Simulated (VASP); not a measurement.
# Ti in VASP: single point with LDA

Aim: the single point of Ti with LDA.

All numbers are computed with VASP 6.6.1; they aren't measurements. Logs are shortened: lines on timing, memory, paths and dates and some standing lists are left out, and cuts for length are marked.

## Step 1: The cell of the first run

The cell holds a slab with vacuum, 6 atoms: a = 4.476 Å, b = 4.476 Å, c = 18.568 Å, α = 90.00°, β = 90.00°, γ = 120.00°.

## Step 2: Single point, LDA

INCAR

```
SYSTEM = Ti
ALGO     = Normal         ! electronic algorithm
AMIX     = 0.1          
AMIX_MAG = 0.4          
BMIX     = 1E-4         
BMIX_MAG = 1E-4         
DIPOL    = 0.5 0.5 0.495
EDIFF    = 1E-6           ! SCF threshold, eV
ENCUT    = 450            ! plane-wave cutoff, eV
GGA      = CA             ! functional
GGA_COMPAT= .FALSE.      
IDIPOL   = 3            
ISIF     = 2              ! what is computed and relaxed
ISMEAR   = 0              ! smearing method
KPAR     = 4            
LASPH    = .TRUE.         ! aspherical terms in the spheres
LCHARG   = .FALSE.        ! write CHGCAR
LDIPOL   = .TRUE.       
LREAL    = .FALSE.        ! projectors in reciprocal space
LWAVE    = .FALSE.        ! write WAVECAR
NBANDS   = 45             ! bands
NELM     = 300            ! most SCF steps
NELMDL   = -8           
PREC     = Accurate       ! precision mode
SIGMA    = 0.1            ! smearing width, eV
```

KPOINTS

```
k-points
0
G
  9 9 1
  0 0 0
```

POSCAR

```
Ti
1.0
    4.4761187495      0.0000000000      0.0000000000
   -2.2380593748      3.8764325474      0.0000000000
    0.0000000000      0.0000000000     18.5684195685
Ti
6
Direct
    0.6666666667      0.3333333333      0.3769841571
    0.3333333333      0.6666666667      0.4261904943
    0.0000000000      0.0000000000      0.4753968314
    0.6666666667      0.3333333333      0.5208932702
    0.3333333333      0.6666666667      0.5570321458
    0.0000000000      0.0000000000      0.6133458387
```

Potentials or basis: VASP PAW LDA potentials, release 64 (Ti_sv).

The run is started by

```console
$ cat potpaw_LDA.64/Ti_sv/POTCAR > POTCAR
$ mpirun -np 4 vasp_std > vasp.out
```

OUTCAR:

```text
SYSTEM = Ti
   AMIX = 0.1
   AMIX_MAG = 0.4
   EDIFF = 1E-6
   ENCUT = 450
   GGA = CA
   ISIF = 2
   ISMEAR = 0
   LASPH = .TRUE.
   LREAL = .FALSE.
   NELM = 300
   NELMDL = -8
   PREC = Accurate

 ion  position               nearest neighbor table
   1  0.667  0.333  0.377-   4 2.67   2 2.74   2 2.74   2 2.74
   2  0.333  0.667  0.426-   5 2.43   3 2.74   3 2.74   3 2.74   1 2.74   1 2.74   1 2.74
   3  0.000  0.000  0.475-   6 2.56   4 2.72   4 2.72   4 2.72   2 2.74   2 2.74   2 2.74
   4  0.667  0.333  0.521-   5 2.67   5 2.67   5 2.67   1 2.67   3 2.72   3 2.72   3 2.72
   5  0.333  0.667  0.557-   2 2.43   4 2.67   4 2.67   4 2.67   6 2.79   6 2.79   6 2.79
   6  0.000  0.000  0.613-   3 2.56   5 2.79   5 2.79   5 2.79

  LATTYP: Found a hexagonal cell.
 ALAT       =     4.4761187495
 C/A-ratio  =     4.1483304192

  Lattice vectors:

 A1 = (   4.4761187495,   0.0000000000,   0.0000000000)
 A2 = (  -2.2380593748,   3.8764325474,   0.0000000000)
 A3 = (   0.0000000000,   0.0000000000,  18.5684195685)

Analysis of symmetry for initial positions (statically):
=====================================================================
 Subroutine PRICEL returns:
 Original cell was already a primitive cell.

 Routine SETGRP: Setting up the symmetry group for a
 hexagonal supercell.

 Subroutine GETGRP returns: Found  6 space group operations
 (whereof  6 operations were pure point group operations)
 out of a pool of 24 trial point group operations.

The static configuration has the point symmetry C_3v.

Analysis of symmetry for dynamics (positions and initial velocities):
=====================================================================
 Subroutine PRICEL returns:
 Original cell was already a primitive cell.

 Routine SETGRP: Setting up the symmetry group for a
 hexagonal supercell.

 Subroutine GETGRP returns: Found  6 space group operations
 (whereof  6 operations were pure point group operations)
 out of a pool of 24 trial point group operations.

The dynamic configuration has the point symmetry C_3v.

 Subroutine INISYM returns: Found  6 space group operations
 (whereof  6 operations are pure point group operations),
 and found     1 'primitive' translations

----------------------------------------------------------------------------------------

                                     Primitive cell

  volume of cell :     322.1876

  direct lattice vectors                    reciprocal lattice vectors
     4.476118750  0.000000000  0.000000000     0.223407835  0.128984574  0.000000000
    -2.238059375  3.876432547  0.000000000     0.000000000  0.257969148  0.000000000
     0.000000000  0.000000000 18.568419569     0.000000000  0.000000000  0.053854880

  length of vectors
     4.476118750  4.476118750 18.568419569     0.257969148  0.257969148  0.053854880

  position of ions in fractional coordinates (direct lattice)
     0.666666667  0.333333333  0.376984157
     0.333333333  0.666666667  0.426190494
     0.000000000  0.000000000  0.475396831
     0.666666667  0.333333333  0.520893270
     0.333333333  0.666666667  0.557032146
     0.000000000  0.000000000  0.613345839

  ion indices of the primitive-cell ions
   primitive index   ion index
                 1           1
                 2           2
                 3           3
                 4           4
                 5           5
                 6           6

----------------------------------------------------------------------------------------

 KPOINTS: k-points

Automatic generation of k-mesh.
 Grid dimensions read from file:
 generate k-points for:    9    9    1

 Generating k-lattice:

  Cartesian coordinates                     Fractional coordinates (reciprocal lattice)
     0.024823093  0.014331619  0.000000000     0.111111111  0.000000000  0.000000000
     0.000000000  0.028663239  0.000000000     0.000000000  0.111111111  0.000000000
     0.000000000  0.000000000  0.053854880     0.000000000  0.000000000  1.000000000

  Length of vectors
     0.028663239  0.028663239  0.053854880

  Shift w.r.t. Gamma in fractional coordinates (k-lattice)
     0.000000000  0.000000000  0.000000000

 Subroutine IBZKPT returns following result:
 ===========================================

 Found     12 irreducible k-points:

 Following reciprocal coordinates:
            Coordinates               Weight
  0.000000  0.000000  0.000000      1.000000
  0.111111  0.000000  0.000000      6.000000
  0.222222  0.000000  0.000000      6.000000
  0.333333  0.000000  0.000000      6.000000
  0.444444  0.000000  0.000000      6.000000
  0.111111  0.111111  0.000000      6.000000
  0.222222  0.111111  0.000000     12.000000
  0.333333  0.111111  0.000000     12.000000
  0.444444  0.111111  0.000000      6.000000
  0.222222  0.222222  0.000000      6.000000
  0.333333  0.222222  0.000000     12.000000
  0.333333  0.333333  0.000000      2.000000
   k-points           NKPTS =     12   k-points in BZ     NKDIM =     12   number of bands    NBANDS=     45
   number of dos      NEDOS =    301   number of ions     NIONS =      6
   total plane-waves  NPLWV = 131072
   dimension x,y,z NGX =    32 NGY =   32 NGZ =  128
   dimension x,y,z NGXF=    64 NGYF=   64 NGZF=  256
   ions per type =               6
   NGX,Y,Z   is equivalent  to a cutoff of  11.89, 11.89, 11.46 a.u.
   NGXF,Y,Z  is equivalent  to a cutoff of  23.77, 23.77, 22.92 a.u.
 SYSTEM =  Ti
   PREC   = accura    normal or accurate (medium, high low for compatibility)
   ISTART =      0    job   : 0-new  1-cont  2-samecut
   ICHARG =      2    charge: 1-file 2-atom 10-const
   ISPIN  =      1    spin polarized calculation?
   LNONCOLLINEAR =      F non collinear calculations
   LSORBIT =      F    spin-orbit coupling
   LASPH  =      T    aspherical Exc in radial PAW
   ENCUT  =  450.0 eV  33.07 Ry    5.75 a.u.   7.74  7.74 32.12*2*pi/ulx,y,z
   NELM   =    300;   NELMIN=  2; NELMDL= -8     # of ELM steps
   EDIFF  = 0.1E-05   stopping-criterion for ELM
   LREAL  =      F    real-space projection
   EDIFFG = 0.1E-04   stopping-criterion for IOM
   NSW    =      0    number of steps for IOM
   IBRION =     -1    ionic relax: 0-MD 1-quasi-New 2-CG
   NFREE  =      0    steps in history (QN), initial steepest desc. (CG)
   ISIF   =      2    stress and relaxation
   ISYM   =      2    0-nonsym 1-usesym 2-fastsym
   POTIM  = 0.5000    time-step for ionic-motion
   TEBEG  =    0.0;   TEEND  =   0.0 temperature during run
   PSTRESS=    0.0 pullay stress
   NELECT =      72.0000    total number of electrons
   NUPDOWN=      -1.0000    fix difference up-down
   EMIN   =  10.00;   EMAX   =-10.00  energy-range for DOS
   EFERMI =   0.00;   METHOD = LEGACY
   ISMEAR =     0;   SIGMA  =   0.10  broadening in eV -4-tet -1-fermi 0-gaus
   EFERMI_NEDOS =   21; number of points for ismear=-14 and -15
   IALGO  =     38    algorithm
   IMIX   =      4    mixing-type and parameters
     AMIX     =   0.10;   BMIX     =  0.00
     AMIX_MAG =   0.40;   BMIX_MAG =  0.00
  volume/ion in A,a.u.               =      53.70       362.37
  Fermi-wavevector in a.u.,A,eV,Ry     =   0.993458  1.877363 13.428383  0.986958
  Thomas-Fermi vector in A             =   2.125341
   LORBIT       =      0    0 simple, 1 ext, 2 COOP (PROOUT), +10 PAW based schemes
   GGA     = CA    functional components
   LHFCALC =     F    Hartree Fock is set to
   AEXX    =    0.0000 exact exchange contribution
   IVDW    =     0    specifies the selected vdW correction
   LEPSILON=     F    determine dielectric tensor
   LRPA    =     F    only Hartree local field effects (RPA)
 non-spin polarized calculation
 Gauss-broadening in eV      SIGMA  =   0.10
  energy-cutoff  :      450.00
  volume of cell :      322.19
 maximum number of plane-waves:      7008
 NGX is ok and might be reduce to    32
   NGX = 15   NGY = 15   NGZ = 65

 dipolmoment           0.000000      0.000000      0.030106 electrons x Angstroem

 number of electron      71.9999999 magnetization

 dipolmoment           0.000000      0.000000     -0.014044 electrons x Angstroem

 Free energy of the ion-electron system (eV)
  ---------------------------------------------------
  ext. energy  EPLUGINS =         0.00000000
  ---------------------------------------------------
  free energy    TOTEN  =       -45.70447495 eV

  energy without entropy =      -45.63716004  energy(sigma->0) =      -45.67081749

 E-fermi :   0.1650     XC(G=0):  -4.8553

 val. band max:        0.1523938370   @ k =   0.2222   0.0000   0.0000
 cond. band min:       0.1737390783   @ k =   0.3333   0.3333   0.0000
 fundamental gap:      0.0213452412
 Fermi energy:         0.1649531407

 k-point     1 :       0.0000    0.0000    0.0000
  band No.  band energies     occupation
      1     -56.0735      2.00000
      2     -56.0515      2.00000
      3     -55.4501      2.00000
      4     -55.2796      2.00000
      5     -55.2130      2.00000
      6     -55.0913      2.00000
[... 37 lines left out ...]
     44       2.1535      0.00000
     45       2.1542      0.00000

 k-point     2 :       0.1111    0.0000    0.0000
  band No.  band energies     occupation
      1     -56.0729      2.00000
      2     -56.0511      2.00000
      3     -55.4440      2.00000
      4     -55.2812      2.00000
      5     -55.2163      2.00000
      6     -55.0936      2.00000
[... 37 lines left out ...]
     44       2.1082      0.00000
     45       2.1257      0.00000

 k-point     3 :       0.2222    0.0000    0.0000
  band No.  band energies     occupation
      1     -56.0715      2.00000
      2     -56.0500      2.00000
      3     -55.4268      2.00000
      4     -55.2863      2.00000
      5     -55.2255      2.00000
      6     -55.0994      2.00000
[... 421 lines left out ...]
     44       1.4764      0.00000
     45       1.7890      0.00000

 k-point    12 :       0.3333    0.3333    0.0000
  band No.  band energies     occupation
      1     -56.0684      2.00000
      2     -56.0475      2.00000
      3     -55.3644      2.00000
      4     -55.3074      2.00000
      5     -55.2608      2.00000
      6     -55.1127      2.00000
[... 37 lines left out ...]
     44       1.6004      0.00000
     45       1.6510      0.00000

------------------------ aborting loop because EDIFF is reached ----------------------------------------

 vacuum level on the upper side and lower side of the slab       (xc-potential included)        -0.216        -0.072

  FORCE on cell =-STRESS in cart. coord.  units (eV):
  Direction    XX          YY          ZZ          XY          YZ          ZX
  --------------------------------------------------------------------------------------
  -------------------------------------------------------------------------------------
  Total       -4.6181976     -4.6181976     -1.0779442      0.0000000      0.0000000      0.0000000
  in kB      -22.9654164    -22.9654164     -5.3604110      0.0000000      0.0000000      0.0000000
  external PRESSURE =     -17.0970813 kB  Pullay stress =       0.0000000 kB

 VOLUME and BASIS-vectors are now :
 -----------------------------------------------------------------------------
  energy-cutoff  :      450.00
  volume of cell :      322.19
      direct lattice vectors                 reciprocal lattice vectors
     4.476118750  0.000000000  0.000000000     0.223407835  0.128984574  0.000000000
    -2.238059375  3.876432547  0.000000000     0.000000000  0.257969148  0.000000000
     0.000000000  0.000000000 18.568419569     0.000000000  0.000000000  0.053854880

 POSITION                                       TOTAL-FORCE (eV/Angst)
 -----------------------------------------------------------------------------------
      2.23806      1.29214      7.00000        -0.000000      0.000000      0.261390
     -0.00000      2.58429      7.91368         0.000000     -0.000000      0.378395
      0.00000      0.00000      8.82737         0.000000     -0.000000     -0.654894
      2.23806      1.29214      9.67216         0.000000     -0.000000      0.002033
     -0.00000      2.58429     10.34321        -0.000000     -0.000000      0.017719
      0.00000      0.00000     11.38886         0.000000     -0.000000     -0.004645
 -----------------------------------------------------------------------------------
    total drift:                               -0.000000      0.000000      0.005093

  FREE ENERGIE OF THE ION-ELECTRON SYSTEM (eV)
  ---------------------------------------------------
  free  energy   TOTEN  =       -45.7044749455 eV

  energy  without entropy=      -45.6371600391  energy(sigma->0) =      -45.67081749

 vacuum level on the upper side and lower side of the slab         3.565         3.715
```

Run time: 76 s. Hardware: 4 MPI ranks of Intel Xeon Platinum 8488C (Sapphire Rapids), shared host; peak memory 0.33 GiB.

What came out:

- Free energy: -45.7045 eV
- Largest force: 0.655 eV/Å
- Band gap on the k mesh: zero (bands 36 and 37 overlap by 0.21 eV)

Forces in eV/Å, atoms in the order of the input:
```
Ti   0.000  0.000  0.261
Ti   0.000  0.000  0.378
Ti   0.000  0.000 -0.655
Ti   0.000  0.000  0.002
Ti   0.000  0.000  0.018
Ti   0.000  0.000 -0.005
```

The gap in the log of VASP goes by the Fermi energy; the results here count the filled bands.